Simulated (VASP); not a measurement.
# H2 in VASP: further runs

The runs below take H2 through single point, relaxation of the atoms, with PBEsol.

Everything below comes from runs of VASP 6.6.1. Logs are shortened: lines on timing, memory, paths and dates and some standing lists are left out, and cuts for length are marked.

## Step 1: The cell of the first run

The cell holds a molecule in a box, 2 atoms: a = 13.000 Å, b = 13.300 Å, c = 13.600 Å, α = 90.00°, β = 90.00°, γ = 90.00°.

## Step 2: Single point, PBEsol

The input, INCAR:

```
SYSTEM = H
PREC = Accurate
ENCUT = 520
EDIFF = 1E-7
ISMEAR = 0
SIGMA = 0.01
LREAL = .False.
LASPH = .True.
NELM = 60
ALGO = Normal
ISIF = 2
LWAVE = .False.
LCHARG = .False.
GGA = PS
NBANDS = 8
```

The input, KPOINTS:

```
regular mesh
0
Gamma
  1 1 1
  0 0 0
```

The input, POSCAR:

```
H
1.0
   13.0000000000      0.0000000000      0.0000000000
    0.0000000000     13.3000000000      0.0000000000
    0.0000000000      0.0000000000     13.6000000000
H
2
Direct
    0.4708355866      0.5000000000      0.5000000000
    0.5291644134      0.5000000000      0.5000000000
```

Potentials or basis: VASP PAW PBE potentials, release 64 (H).

Run with:

```sh
$ cat potpaw_PBE.64/H/POTCAR > POTCAR
$ mpirun -np 1 vasp_gam > vasp.out
```

OUTCAR:

```text
SYSTEM = H
   PREC = Accurate
   ENCUT = 520
   EDIFF = 1E-7
   ISMEAR = 0
   LREAL = .False.
   LASPH = .True.
   NELM = 60
   ISIF = 2
   GGA = PS

 ion  position               nearest neighbor table
   1  0.471  0.500  0.500-   2 0.76
   2  0.529  0.500  0.500-   1 0.76

  LATTYP: Found a simple orthorhombic cell.
 ALAT       =    13.0000000000
 B/A-ratio  =     1.0230769231
 C/A-ratio  =     1.0461538462

  Lattice vectors:

 A1 = (  13.0000000000,   0.0000000000,   0.0000000000)
 A2 = (   0.0000000000,  13.3000000000,   0.0000000000)
 A3 = (   0.0000000000,   0.0000000000,  13.6000000000)

Analysis of symmetry for initial positions (statically):
=====================================================================
 Subroutine PRICEL returns:
 Original cell was already a primitive cell.

 Routine SETGRP: Setting up the symmetry group for a
 simple orthorhombic supercell.

 Subroutine GETGRP returns: Found  8 space group operations
 (whereof  8 operations were pure point group operations)
 out of a pool of  8 trial point group operations.

The static configuration has the point symmetry D_2h.

Analysis of symmetry for dynamics (positions and initial velocities):
=====================================================================
 Subroutine PRICEL returns:
 Original cell was already a primitive cell.

 Routine SETGRP: Setting up the symmetry group for a
 simple orthorhombic supercell.

 Subroutine GETGRP returns: Found  8 space group operations
 (whereof  8 operations were pure point group operations)
 out of a pool of  8 trial point group operations.

The dynamic configuration has the point symmetry D_2h.

 Subroutine INISYM returns: Found  8 space group operations
 (whereof  8 operations are pure point group operations),
 and found     1 'primitive' translations

----------------------------------------------------------------------------------------

                                     Primitive cell

  volume of cell :    2351.4400

  direct lattice vectors                    reciprocal lattice vectors
    13.000000000  0.000000000  0.000000000     0.076923077  0.000000000  0.000000000
     0.000000000 13.300000000  0.000000000     0.000000000  0.075187970  0.000000000
     0.000000000  0.000000000 13.600000000     0.000000000  0.000000000  0.073529412

  length of vectors
    13.000000000 13.300000000 13.600000000     0.076923077  0.075187970  0.073529412

  position of ions in fractional coordinates (direct lattice)
     0.470835587  0.500000000  0.500000000
     0.529164413  0.500000000  0.500000000

  ion indices of the primitive-cell ions
   primitive index   ion index
                 1           1
                 2           2

----------------------------------------------------------------------------------------

 KPOINTS: regular mesh

Automatic generation of k-mesh.
 Grid dimensions read from file:
 generate k-points for:    1    1    1

 Generating k-lattice:

  Cartesian coordinates                     Fractional coordinates (reciprocal lattice)
     0.076923077  0.000000000  0.000000000     1.000000000  0.000000000  0.000000000
     0.000000000  0.075187970  0.000000000     0.000000000  1.000000000  0.000000000
     0.000000000  0.000000000  0.073529412     0.000000000  0.000000000  1.000000000

  Length of vectors
     0.076923077  0.075187970  0.073529412

  Shift w.r.t. Gamma in fractional coordinates (k-lattice)
     0.000000000  0.000000000  0.000000000

 Subroutine IBZKPT returns following result:
 ===========================================

 Found      1 irreducible k-points:

 Following reciprocal coordinates:
            Coordinates               Weight
  0.000000  0.000000  0.000000      1.000000
   k-points           NKPTS =      1   k-points in BZ     NKDIM =      1   number of bands    NBANDS=      8
   number of dos      NEDOS =    301   number of ions     NIONS =      2
   total plane-waves  NPLWV = ******
   dimension x,y,z NGX =    98 NGY =  100 NGZ =  108
   dimension x,y,z NGXF=   196 NGYF=  200 NGZF=  216
   ions per type =               2
   NGX,Y,Z   is equivalent  to a cutoff of  12.53, 12.50, 13.20 a.u.
   NGXF,Y,Z  is equivalent  to a cutoff of  25.06, 25.00, 26.40 a.u.
 SYSTEM =  H
   PREC   = accura    normal or accurate (medium, high low for compatibility)
   ISTART =      0    job   : 0-new  1-cont  2-samecut
   ICHARG =      2    charge: 1-file 2-atom 10-const
   ISPIN  =      1    spin polarized calculation?
   LNONCOLLINEAR =      F non collinear calculations
   LSORBIT =      F    spin-orbit coupling
   LASPH  =      T    aspherical Exc in radial PAW
   ENCUT  =  520.0 eV  38.22 Ry    6.18 a.u.  24.17 24.73 25.29*2*pi/ulx,y,z
   NELM   =     60;   NELMIN=  2; NELMDL= -5     # of ELM steps
   EDIFF  = 0.1E-06   stopping-criterion for ELM
   LREAL  =      F    real-space projection
   EDIFFG = 0.1E-05   stopping-criterion for IOM
   NSW    =      0    number of steps for IOM
   IBRION =     -1    ionic relax: 0-MD 1-quasi-New 2-CG
   NFREE  =      0    steps in history (QN), initial steepest desc. (CG)
   ISIF   =      2    stress and relaxation
   ISYM   =      2    0-nonsym 1-usesym 2-fastsym
   POTIM  = 0.5000    time-step for ionic-motion
   TEBEG  =    0.0;   TEEND  =   0.0 temperature during run
   PSTRESS=    0.0 pullay stress
   NELECT =       2.0000    total number of electrons
   NUPDOWN=      -1.0000    fix difference up-down
   EMIN   =  10.00;   EMAX   =-10.00  energy-range for DOS
   EFERMI =   0.00;   METHOD = LEGACY
   ISMEAR =     0;   SIGMA  =   0.01  broadening in eV -4-tet -1-fermi 0-gaus
   EFERMI_NEDOS =   21; number of points for ismear=-14 and -15
   IALGO  =     38    algorithm
   IMIX   =      4    mixing-type and parameters
     AMIX     =   0.40;   BMIX     =  1.00
     AMIX_MAG =   1.60;   BMIX_MAG =  1.00
  volume/ion in A,a.u.               =    1175.72      7934.15
  Fermi-wavevector in a.u.,A,eV,Ry     =   0.155110  0.293116  0.327345  0.024059
  Thomas-Fermi vector in A             =   0.839796
   LORBIT       =      0    0 simple, 1 ext, 2 COOP (PROOUT), +10 PAW based schemes
   GGA     = PS    functional components
   LHFCALC =     F    Hartree Fock is set to
   AEXX    =    0.0000 exact exchange contribution
   IVDW    =     0    specifies the selected vdW correction
   LEPSILON=     F    determine dielectric tensor
   LRPA    =     F    only Hartree local field effects (RPA)
 non-spin polarized calculation
 Gauss-broadening in eV      SIGMA  =   0.01
  energy-cutoff  :      520.00
  volume of cell :     2351.44
 maximum number of plane-waves:     31662
 NGX is ok and might be reduce to    98
   NGX = 49   NGY = 49   NGZ = 51

 number of electron       2.0000000 magnetization

 Free energy of the ion-electron system (eV)
  ---------------------------------------------------
  ext. energy  EPLUGINS =         0.00000000
  ---------------------------------------------------
  free energy    TOTEN  =        -6.51347549 eV

  energy without entropy =       -6.51347549  energy(sigma->0) =       -6.51347549

 E-fermi : -10.0649     XC(G=0):  -0.1661

 val. band max:      -10.1297768299   @ k =   0.0000   0.0000   0.0000
 cond. band min:      -0.0831689205   @ k =   0.0000   0.0000   0.0000
 fundamental gap:     10.0466079094
 Fermi energy:       -10.0648650555

 k-point     1 :       0.0000    0.0000    0.0000
  band No.  band energies     occupation
      1     -10.1298      2.00000
      2      -0.0832      0.00000
      3       0.3008      0.00000
      4       0.6100      0.00000
      5       0.6371      0.00000
      6       0.6962      0.00000
      7       0.8063      0.00000
      8       0.8412      0.00000

------------------------ aborting loop because EDIFF is reached ----------------------------------------

  FORCE on cell =-STRESS in cart. coord.  units (eV):
  Direction    XX          YY          ZZ          XY          YZ          ZX
  --------------------------------------------------------------------------------------
  -------------------------------------------------------------------------------------
  Total       -0.0284388     -0.0248952     -0.0251019      0.0000000      0.0000000      0.0000000
  in kB       -0.0193770     -0.0169626     -0.0171034      0.0000000      0.0000000      0.0000000
  external PRESSURE =      -0.0178144 kB  Pullay stress =       0.0000000 kB

 VOLUME and BASIS-vectors are now :
 -----------------------------------------------------------------------------
  energy-cutoff  :      520.00
  volume of cell :     2351.44
      direct lattice vectors                 reciprocal lattice vectors
    13.000000000  0.000000000  0.000000000     0.076923077  0.000000000  0.000000000
     0.000000000 13.300000000  0.000000000     0.000000000  0.075187970  0.000000000
     0.000000000  0.000000000 13.600000000     0.000000000  0.000000000  0.073529412

 POSITION                                       TOTAL-FORCE (eV/Angst)
 -----------------------------------------------------------------------------------
      6.12086      6.65000      6.80000        -0.003203     -0.000000      0.000000
      6.87914      6.65000      6.80000         0.003203      0.000000     -0.000000
 -----------------------------------------------------------------------------------
    total drift:                                0.000000      0.000000      0.000000

  FREE ENERGIE OF THE ION-ELECTRON SYSTEM (eV)
  ---------------------------------------------------
  free  energy   TOTEN  =        -6.5134754867 eV

  energy  without entropy=       -6.5134754867  energy(sigma->0) =       -6.51347549
```

Wall time 4.7 min (1 thread of Intel Xeon 8259CL, shared host); peak memory 1.4 GiB.

Results:

* Free energy: -6.5135 eV
* Largest force: 0.003 eV/Å
* Gap between the frontier levels: 10.05 eV

Forces in eV/Å, atoms in the order of the input:
```
H   -0.003  0.000  0.000
H    0.003  0.000  0.000
```

Caveat: the PAW data sets were made with another functional, which shifts forces and pressure a little.

## Step 3: Relaxation of the atoms, PBEsol

The input, INCAR:

```
PREC     = Accurate       # precision mode
ENCUT    = 520            # plane-wave cutoff, eV
EDIFF    = 1E-6           # SCF threshold, eV
ISMEAR   = 0              # smearing method
SIGMA    = 0.01           # smearing width, eV
LREAL    = F              # projectors in reciprocal space
LASPH    = T              # aspherical terms in the spheres
NELM     = 80             # most SCF steps
ALGO     = Normal         # electronic algorithm
ISIF     = 2              # what is computed and relaxed
LWAVE    = F              # write WAVECAR
LCHARG   = F              # write CHGCAR
GGA      = PS             # functional
IBRION   = 2              # ionic algorithm
NSW      = 60             # ionic steps
EDIFFG   = -0.005         # ionic threshold
```

The input, KPOINTS:

```
regular mesh
0
Gamma
  1 1 1
```

The input, POSCAR:

```
H
1.0
   13.0000000000      0.0000000000      0.0000000000
    0.0000000000     13.3000000000      0.0000000000
    0.0000000000      0.0000000000     13.6000000000
H
2
Direct
    0.4711538462      0.5000000000      0.5000000000
    0.5288461538      0.5000000000      0.5000000000
```

Potentials or basis: VASP PAW PBE potentials, release 64 (H).

Run with:

```sh
$ cat potpaw_PBE.64/H/POTCAR > POTCAR
$ mpirun -np 1 vasp_gam > vasp.out
```

OUTCAR:

```text
PREC = Accurate
   ENCUT = 520
   EDIFF = 1E-6
   ISMEAR = 0
   LREAL = F
   LASPH = T
   NELM = 80
   ISIF = 2
   GGA = PS
   IBRION = 2
   NSW = 60
   EDIFFG = -0.005

 ion  position               nearest neighbor table
   1  0.471  0.500  0.500-   2 0.75
   2  0.529  0.500  0.500-   1 0.75

  LATTYP: Found a simple orthorhombic cell.
 ALAT       =    13.0000000000
 B/A-ratio  =     1.0230769231
 C/A-ratio  =     1.0461538462

  Lattice vectors:

 A1 = (  13.0000000000,   0.0000000000,   0.0000000000)
 A2 = (   0.0000000000,  13.3000000000,   0.0000000000)
 A3 = (   0.0000000000,   0.0000000000,  13.6000000000)

Analysis of symmetry for initial positions (statically):
=====================================================================
 Subroutine PRICEL returns:
 Original cell was already a primitive cell.

 Routine SETGRP: Setting up the symmetry group for a
 simple orthorhombic supercell.

 Subroutine GETGRP returns: Found  8 space group operations
 (whereof  8 operations were pure point group operations)
 out of a pool of  8 trial point group operations.

The static configuration has the point symmetry D_2h.

Analysis of symmetry for dynamics (positions and initial velocities):
=====================================================================
 Subroutine PRICEL returns:
 Original cell was already a primitive cell.

 Routine SETGRP: Setting up the symmetry group for a
 simple orthorhombic supercell.

 Subroutine GETGRP returns: Found  8 space group operations
 (whereof  8 operations were pure point group operations)
 out of a pool of  8 trial point group operations.

The dynamic configuration has the point symmetry D_2h.

 Subroutine INISYM returns: Found  8 space group operations
 (whereof  8 operations are pure point group operations),
 and found     1 'primitive' translations

----------------------------------------------------------------------------------------

                                     Primitive cell

  volume of cell :    2351.4400

[... 89 lines left out ...]
   GGA     = PS    functional components
   LHFCALC =     F    Hartree Fock is set to
   AEXX    =    0.0000 exact exchange contribution
   IVDW    =     0    specifies the selected vdW correction
   LEPSILON=     F    determine dielectric tensor
   LRPA    =     F    only Hartree local field effects (RPA)
 conjugate gradient relaxation of ions
 non-spin polarized calculation
 Gauss-broadening in eV      SIGMA  =   0.01
  energy-cutoff  :      520.00
  volume of cell :     2351.44
 maximum number of plane-waves:     31662
 NGX is ok and might be reduce to    98
   NGX = 49   NGY = 49   NGZ = 51

--------------------------------------- Ionic step        1  -------------------------------------------

 number of electron       2.0000000 magnetization

 Free energy of the ion-electron system (eV)
  ---------------------------------------------------
  ext. energy  EPLUGINS =         0.00000000
  ---------------------------------------------------
  free energy    TOTEN  =        -6.51228716 eV

  energy without entropy =       -6.51228716  energy(sigma->0) =       -6.51228716

------------------------ aborting loop because EDIFF is reached ----------------------------------------

  FORCE on cell =-STRESS in cart. coord.  units (eV):
  Direction    XX          YY          ZZ          XY          YZ          ZX
  --------------------------------------------------------------------------------------
  -------------------------------------------------------------------------------------
  Total        0.1831769     -0.0250771     -0.0252914      0.0000000      0.0000000      0.0000000
  in kB        0.1248094     -0.0170865     -0.0172325      0.0000000      0.0000000      0.0000000
  external PRESSURE =       0.0301635 kB  Pullay stress =       0.0000000 kB
[... 23 lines left out ...]
--------------------------------------- Ionic step        2  -------------------------------------------

 number of electron       2.0000000 magnetization

 E-fermi :  -9.9774     XC(G=0):  -0.1686

 val. band max:      -10.0405758519   @ k =   0.0000   0.0000   0.0000
 cond. band min:      -0.0865781181   @ k =   0.0000   0.0000   0.0000
 fundamental gap:      9.9539977338
 Fermi energy:        -9.9774272406

 k-point     1 :       0.0000    0.0000    0.0000
  band No.  band energies     occupation
      1     -10.0406      2.00000
      2      -0.0866      0.00000
      3       0.2403      0.00000
      4       0.6060      0.00000
      5       0.6324      0.00000
[... 33 lines left out ...]
--------------------------------------- Ionic step        3  -------------------------------------------

 number of electron       2.0000000 magnetization

 Free energy of the ion-electron system (eV)
  ---------------------------------------------------
  ext. energy  EPLUGINS =         0.00000000
  ---------------------------------------------------
  free energy    TOTEN  =        -6.51347542 eV

  energy without entropy =       -6.51347542  energy(sigma->0) =       -6.51347542

 E-fermi : -10.0656     XC(G=0):  -0.1709

 val. band max:      -10.1293180053   @ k =   0.0000   0.0000   0.0000
 cond. band min:      -0.0854618380   @ k =   0.0000   0.0000   0.0000
 fundamental gap:     10.0438561672
 Fermi energy:       -10.0656035764

 k-point     1 :       0.0000    0.0000    0.0000
  band No.  band energies     occupation
      1     -10.1293      2.00000
      2      -0.0855      0.00000
      3       0.3016      0.00000
      4       0.6126      0.00000
      5       0.6393      0.00000
[... 27 lines left out ...]
  FREE ENERGIE OF THE ION-ELECTRON SYSTEM (eV)
  ---------------------------------------------------
  free  energy   TOTEN  =        -6.5134754167 eV

  energy  without entropy=       -6.5134754167  energy(sigma->0) =       -6.51347542

 reached required accuracy - stopping structural energy minimisation
```

Wall time 6.4 min (1 thread of Intel Xeon 8259CL, shared host); peak memory 1.4 GiB.

What came out:

```
Free energy                     : -6.5135 eV
Energy gained by relaxing       : 0.6 meV/atom
Ionic steps                     : 3
Gap between the frontier levels : 10.04 eV
```

The path:
```tsv
step	energy change (eV)	largest force (eV/Å)	pressure (GPa)
1	0.0000	0.2864	0.00
2	0.0047	0.6033	-0.01
3	-0.0012	0.0001	0.00
```

Final structure:
```yaml
crystal:
  lattice:
    - [13.00000, 0.00000, 0.00000]
    - [0.00000, 13.30000, 0.00000]
    - [0.00000, 0.00000, 13.60000]
  atoms:
    - { symbol: H, position: [0.47083, 0.50000, 0.50000] }
    - { symbol: H, position: [0.52917, 0.50000, 0.50000] }
```

Caveat: the PAW data sets were made with another functional, which shifts forces and pressure a little.
